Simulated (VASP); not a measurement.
Wanted: the native input for a VASP 6.6.1 run.

```yaml
Task: single point
Functional: PBE
Potentials_or_basis: VASP PAW PBE potentials, release 64 (I, Pd)
Cutoff: 520 eV
k_mesh: 9 × 9 × 9
Occupations: fermi-dirac, width 0.05 eV
Spin: no spin polarisation
Hubbard_terms: Pd d U = 4.0 eV
Dipole_correction: no
Further_INCAR_settings: ALGO = Normal; EDIFF = 1e-06; NBANDS = 26
```

The structure of Pd3I lies in POSCAR:

```
Pd3I
1.0
   -2.1469490000      2.1469490000      3.8759100000
    2.1469490000     -2.1469490000      3.8759100000
    2.1469490000      2.1469490000     -3.8759100000
I Pd
1 3
Direct
    0.0000000000      0.0000000000      0.0000000000
    0.5000000000      0.5000000000      0.0000000000
    0.2500000000      0.7500000000      0.5000000000
    0.7500000000      0.2500000000      0.5000000000
```

The input as run:

INCAR

```
SYSTEM = Pd3I
PREC = Accurate ; ENCUT = 520
EDIFF = 1E-6 ; ISMEAR = -1
SIGMA = 0.05 ; LREAL = .False.
LASPH = .True. ; NELM = 150
ALGO = Normal ; ISIF = 2
LWAVE = .False. ; LCHARG = .True.
LMAXMIX = 4 ; LDAU = .True.
LDAUTYPE = 2 ; LDAUL = -1 2
LDAUU = 0 4 ; LDAUJ = 0 0
LDAUPRINT = 1 ; GGA = PE
LELF = .True. ; LVHAR = .True.
NBANDS = 26
```

KPOINTS

```
Automatic mesh
0
Gamma
  9 9 9
  0 0 0
```

Potentials or basis: VASP PAW PBE potentials, release 64 (I, Pd).

The run is started by

```console
$ cat potpaw_PBE.64/I/POTCAR potpaw_PBE.64/Pd/POTCAR > POTCAR
$ mpirun -np 1 vasp_std > vasp.out
```

It gave:

```yaml
Pressure: -5.2 GPa
Band_gap_on_the_k_mesh: zero (an odd number of electrons rules out a gap without spin polarisation)
```

Caveat: the cell stands under tension; spin-orbit coupling is left out, which moves the levels of the heavy elements; an odd number of electrons without spin polarisation forces a metal; a magnetic or distorted state may lie lower; U without spin polarisation on a metal has little footing.

It took 3.4 min on 1 thread of Intel Xeon 8259CL (shared host), peak memory 0.32 GiB.
